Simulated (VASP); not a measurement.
# Cu (P6_3/mmc) in VASP: further runs, part 2 of 2

VASP 6.6.1. Earlier steps stand in the parts before.

**3. Single point, PBEsol**

This run uses another cell than the first one, of the same volume but with other edges.

INCAR reads:

```
SYSTEM = Cu
PREC = Accurate ; ENCUT = 520
EDIFF = 1E-7 ; ISMEAR = -1
SIGMA = 0.1 ; LREAL = .FALSE.
LASPH = .TRUE. ; NELM = 80
ALGO = Normal ; ISIF = 2
LWAVE = .FALSE. ; LCHARG = .FALSE.
GGA = PS ; NBANDS = 18
```

KPOINTS reads:

```
Automatic mesh
0
G
  16 16 9
  0 0 0
```

POSCAR reads:

```
Cu
1.0
    2.4707475000      0.0000000000      0.0000000000
   -1.2353737500      2.1397252500      0.0000000000
    0.0000000000      0.0000000000      4.3261748849
Cu
2
Direct
    0.3333333333      0.6666666667      0.2500000000
    0.6666666667      0.3333333333      0.7500000000
```

Potentials or basis: VASP PAW PBE potentials, release 64 (Cu).

Launch:

```sh
> cat potpaw_PBE.64/Cu/POTCAR > POTCAR
> mpirun -np 1 vasp_std > vasp.out
```

OUTCAR:

```text
SYSTEM = Cu
   PREC = Accurate
   ENCUT = 520
   EDIFF = 1E-7
   ISMEAR = -1
   LREAL = .FALSE.
   LASPH = .TRUE.
   NELM = 80
   ISIF = 2
   GGA = PS

 ion  position               nearest neighbor table
   1  0.333  0.667  0.250-   2 2.59   2 2.59   2 2.59   2 2.59   2 2.59   2 2.59
   2  0.667  0.333  0.750-   1 2.59   1 2.59   1 2.59   1 2.59   1 2.59   1 2.59

  LATTYP: Found a hexagonal cell.
 ALAT       =     2.4707475000
 C/A-ratio  =     1.7509579125

  Lattice vectors:

 A1 = (   2.4707475000,   0.0000000000,   0.0000000000)
 A2 = (  -1.2353737500,   2.1397252500,   0.0000000000)
 A3 = (   0.0000000000,   0.0000000000,   4.3261748849)

Analysis of symmetry for initial positions (statically):
=====================================================================
 Subroutine PRICEL returns:
 Original cell was already a primitive cell.

 Routine SETGRP: Setting up the symmetry group for a
 hexagonal supercell.

 Subroutine GETGRP returns: Found 24 space group operations
 (whereof 12 operations were pure point group operations)
 out of a pool of 24 trial point group operations.

The static configuration has the point symmetry D_3d.
 The point group associated with its full space group is D_6h.

Analysis of symmetry for dynamics (positions and initial velocities):
=====================================================================
 Subroutine PRICEL returns:
 Original cell was already a primitive cell.

 Routine SETGRP: Setting up the symmetry group for a
 hexagonal supercell.

 Subroutine GETGRP returns: Found 24 space group operations
 (whereof 12 operations were pure point group operations)
 out of a pool of 24 trial point group operations.

The dynamic configuration has the point symmetry D_3d.
 The point group associated with its full space group is D_6h.

 Subroutine INISYM returns: Found 24 space group operations
 (whereof 12 operations are pure point group operations),
 and found     1 'primitive' translations

----------------------------------------------------------------------------------------

                                     Primitive cell

  volume of cell :      22.8713

  direct lattice vectors                    reciprocal lattice vectors
     2.470747500  0.000000000  0.000000000     0.404735814  0.233674861  0.000000000
    -1.235373750  2.139725250  0.000000000     0.000000000  0.467349722  0.000000000
     0.000000000  0.000000000  4.326174885     0.000000000  0.000000000  0.231151081

  length of vectors
     2.470747500  2.470743299  4.326174885     0.467348927  0.467349722  0.231151081

  position of ions in fractional coordinates (direct lattice)
     0.333333333  0.666666667  0.250000000
     0.666666667  0.333333333  0.750000000

  ion indices of the primitive-cell ions
   primitive index   ion index
                 1           1
                 2           2

----------------------------------------------------------------------------------------

 KPOINTS: Automatic mesh

Automatic generation of k-mesh.
 Grid dimensions read from file:
 generate k-points for:   16   16    9

 Generating k-lattice:

  Cartesian coordinates                     Fractional coordinates (reciprocal lattice)
     0.025295988  0.014604679  0.000000000     0.062500000  0.000000000  0.000000000
     0.000000000  0.029209358  0.000000000     0.000000000  0.062500000  0.000000000
     0.000000000  0.000000000  0.025683453     0.000000000  0.000000000  0.111111111

  Length of vectors
     0.029209308  0.029209358  0.025683453

  Shift w.r.t. Gamma in fractional coordinates (k-lattice)
     0.000000000  0.000000000  0.000000000

 Subroutine IBZKPT returns following result:
 ===========================================

 Found    150 irreducible k-points:

 Following reciprocal coordinates:
            Coordinates               Weight
  0.000000  0.000000  0.000000      1.000000
  0.062500  0.000000  0.000000      6.000000
  0.125000  0.000000  0.000000      6.000000
  0.187500 -0.000000  0.000000      6.000000
  0.250000  0.000000  0.000000      6.000000
  0.312500  0.000000  0.000000      6.000000
[... 16 lines left out ...]
  0.187500  0.187500  0.000000      6.000000
  0.250000  0.187500  0.000000     12.000000
 [... further k-points ...]
   k-points           NKPTS =    150   k-points in BZ     NKDIM =    150   number of bands    NBANDS=     18
   number of dos      NEDOS =    301   number of ions     NIONS =      2
   total plane-waves  NPLWV =  10368
   dimension x,y,z NGX =    18 NGY =   18 NGZ =   32
   dimension x,y,z NGXF=    36 NGYF=   36 NGZF=   64
   ions per type =               2
   NGX,Y,Z   is equivalent  to a cutoff of  12.11, 12.11, 12.30 a.u.
   NGXF,Y,Z  is equivalent  to a cutoff of  24.22, 24.22, 24.59 a.u.
 SYSTEM =  Cu
   PREC   = accura    normal or accurate (medium, high low for compatibility)
   ISTART =      0    job   : 0-new  1-cont  2-samecut
   ICHARG =      2    charge: 1-file 2-atom 10-const
   ISPIN  =      1    spin polarized calculation?
   LNONCOLLINEAR =      F non collinear calculations
   LSORBIT =      F    spin-orbit coupling
   LASPH  =      T    aspherical Exc in radial PAW
   ENCUT  =  520.0 eV  38.22 Ry    6.18 a.u.   4.59  4.59  8.04*2*pi/ulx,y,z
   NELM   =     80;   NELMIN=  2; NELMDL= -5     # of ELM steps
   EDIFF  = 0.1E-06   stopping-criterion for ELM
   LREAL  =      F    real-space projection
   EDIFFG = 0.1E-05   stopping-criterion for IOM
   NSW    =      0    number of steps for IOM
   IBRION =     -1    ionic relax: 0-MD 1-quasi-New 2-CG
   NFREE  =      0    steps in history (QN), initial steepest desc. (CG)
   ISIF   =      2    stress and relaxation
   ISYM   =      2    0-nonsym 1-usesym 2-fastsym
   POTIM  = 0.5000    time-step for ionic-motion
   TEBEG  =    0.0;   TEEND  =   0.0 temperature during run
   PSTRESS=    0.0 pullay stress
   NELECT =      22.0000    total number of electrons
   NUPDOWN=      -1.0000    fix difference up-down
   EMIN   =  10.00;   EMAX   =-10.00  energy-range for DOS
   EFERMI =   0.00;   METHOD = LEGACY
   ISMEAR =    -1;   SIGMA  =   0.10  broadening in eV -4-tet -1-fermi 0-gaus
   EFERMI_NEDOS =   21; number of points for ismear=-14 and -15
   IALGO  =     38    algorithm
   IMIX   =      4    mixing-type and parameters
     AMIX     =   0.40;   BMIX     =  1.00
     AMIX_MAG =   1.60;   BMIX_MAG =  1.00
  volume/ion in A,a.u.               =      11.44        77.17
  Fermi-wavevector in a.u.,A,eV,Ry     =   1.616041  3.053874 35.532797  2.611587
  Thomas-Fermi vector in A             =   2.710691
   LORBIT       =      0    0 simple, 1 ext, 2 COOP (PROOUT), +10 PAW based schemes
   GGA     = PS    functional components
   LHFCALC =     F    Hartree Fock is set to
   AEXX    =    0.0000 exact exchange contribution
   IVDW    =     0    specifies the selected vdW correction
   LEPSILON=     F    determine dielectric tensor
   LRPA    =     F    only Hartree local field effects (RPA)
 non-spin polarized calculation
  energy-cutoff  :      520.00
  volume of cell :       22.87
 maximum number of plane-waves:       630
   NGX =  9   NGY =  9   NGZ = 17

 number of electron      21.9999982 magnetization

 Free energy of the ion-electron system (eV)
  ---------------------------------------------------
  ext. energy  EPLUGINS =         0.00000000
  ---------------------------------------------------
  free energy    TOTEN  =        -8.56697776 eV

  energy without entropy =       -8.54039656  energy(sigma->0) =       -8.55368716

 E-fermi :   7.8244     XC(G=0): -13.0939

 val. band max:        7.8119128545   @ k =   0.4375   0.0625   0.3333
 cond. band min:       7.8433024073   @ k =   0.3125   0.1875   0.2222
 fundamental gap:      0.0313895528
 Fermi energy:         7.8244165688

 k-point     1 :       0.0000    0.0000    0.0000
  band No.  band energies     occupation
      1      -1.8319      2.00000
      2       2.3436      2.00000
      3       4.4163      2.00000
      4       4.7207      2.00000
      5       4.7207      2.00000
      6       4.8867      2.00000
[... 10 lines left out ...]
     17      31.5949      0.00000
     18      32.8171      0.00000

 k-point     2 :       0.0625    0.0000    0.0000
  band No.  band energies     occupation
      1      -1.6956      2.00000
      2       2.4340      2.00000
      3       4.4192      2.00000
      4       4.7084      2.00000
      5       4.7729      2.00000
      6       4.8565      2.00000
[... 10 lines left out ...]
     17      30.3593      0.00000
     18      33.3508      0.00000
[... 442 lines left out ...]
 k-point    24 :       0.2500    0.1875    0.0000
  band No.  band energies     occupation
      1       2.3509      2.00000
      2       3.5406      2.00000
      3       3.6265      2.00000
      4       3.9053      2.00000
      5       4.5897      2.00000
      6       4.7035      2.00000
[... 10 lines left out ...]
     17      23.8854      0.00000
     18      25.0434      0.00000

 [... further k-points ...]
[... 5 lines left out ...]
  --------------------------------------------------------------------------------------
  -------------------------------------------------------------------------------------
  Total        0.6246689      0.6246661     -1.2308745      0.0000000      0.0000000      0.0000000
  in kB       43.7592670     43.7590686    -86.2251435      0.0000000      0.0000000      0.0000000
  external PRESSURE =       0.4310640 kB  Pullay stress =       0.0000000 kB

 VOLUME and BASIS-vectors are now :
 -----------------------------------------------------------------------------
  energy-cutoff  :      520.00
  volume of cell :       22.87
      direct lattice vectors                 reciprocal lattice vectors
     2.470747500  0.000000000  0.000000000     0.404735814  0.233674861  0.000000000
    -1.235373750  2.139725250  0.000000000     0.000000000  0.467349722  0.000000000
     0.000000000  0.000000000  4.326174885     0.000000000  0.000000000  0.231151081

 POSITION                                       TOTAL-FORCE (eV/Angst)
 -----------------------------------------------------------------------------------
     -0.00000      1.42648      1.08154         0.000000     -0.000000      0.000000
      1.23537      0.71324      3.24463        -0.000000      0.000000      0.000000
 -----------------------------------------------------------------------------------
    total drift:                               -0.000000      0.000000     -0.000000

  FREE ENERGIE OF THE ION-ELECTRON SYSTEM (eV)
  ---------------------------------------------------
  free  energy   TOTEN  =        -8.5669777622 eV

  energy  without entropy=       -8.5403965551  energy(sigma->0) =       -8.55368716
```

OSZICAR:

```text
N       E                     dE             d eps       ncg     rms          rms(c)
DAV:   1     0.119939619240E+03    0.11994E+03   -0.10633E+04  5906   0.221E+03
DAV:   2    -0.474521140324E+01   -0.12468E+03   -0.11825E+03  5418   0.287E+02
DAV:   3    -0.107121297362E+02   -0.59669E+01   -0.57680E+01  6104   0.858E+01
DAV:   4    -0.107749300363E+02   -0.62800E-01   -0.62755E-01  6450   0.939E+00
DAV:   5    -0.107757285878E+02   -0.79855E-03   -0.79852E-03  6624   0.923E-01    0.120E+01
DAV:   6    -0.943924343352E+01    0.13365E+01   -0.13346E+01  5724   0.106E+02    0.602E+00
DAV:   7    -0.859445442516E+01    0.84479E+00   -0.26188E+00  5872   0.433E+01    0.759E-01
DAV:   8    -0.857200361322E+01    0.22451E-01   -0.23959E-02  7162   0.221E+00    0.527E-01
DAV:   9    -0.856693943511E+01    0.50642E-02   -0.70968E-03  6266   0.246E+00    0.274E-02
DAV:  10    -0.856697534993E+01   -0.35915E-04   -0.24739E-04  8084   0.232E-01    0.533E-03
DAV:  11    -0.856697775914E+01   -0.24092E-05   -0.15645E-06  8056   0.276E-02    0.191E-03
DAV:  12    -0.856697776217E+01   -0.30313E-08   -0.39722E-07  6168   0.138E-02
   1 F= -.85669778E+01 E0= -.85536872E+01  d E =-.265812E-01
```

stdout:

```text
POSCAR found type information on POSCAR Cu
 POSCAR found :  1 types and       2 ions
 scaLAPACK will be used
 -----------------------------------------------------------------------------
|                                                                             |
|                                                                             |
|     You enforced a specific xc type in the INCAR file but a different       |
|     I HOPE YOU KNOW WHAT YOU ARE DOING!                                     |
|                                                                             |
 -----------------------------------------------------------------------------

 LDA part: xc-table for (Slater+PW92), standard interpolation
 POSCAR, INCAR and KPOINTS ok, starting setup
 FFT: planning ... GRIDC
 FFT: planning ... GRID_SOFT
 FFT: planning ... GRID
 WAVECAR not read
 entering main loop
```

Wall time 20 s (1 thread of Intel Xeon 6975P-C (Granite Rapids), shared host); peak memory 0.16 GiB.

Results:

```yaml
Free_energy: -8.5670 eV
Pressure: 0.0 GPa
Band_gap_on_the_k_mesh: zero (band 11 reaches 11.51 eV, above the bottom of band 12 at 5.87 eV)
```

Stress tensor (GPa, compression positive):
```
 4.38  0.00  0.00
 0.00  4.38  0.00
 0.00  0.00 -8.62
```

Levels at points of the mesh, in eV from the Fermi level:
```tsv
k point	band 8	band 9	band 10	band 11	band 12	band 13	band 14	band 15
(0.00, 0.00, 0.00)	-2.38	-2.38	-1.78	-1.78	-1.75	2.94	21.71	22.56
(0.50, 0.00, 0.00)	-1.72	-1.57	-1.50	0.10	1.83	7.60	7.76	10.51
```

Caveat: the PAW data sets were made with another functional, which shifts forces and pressure a little.
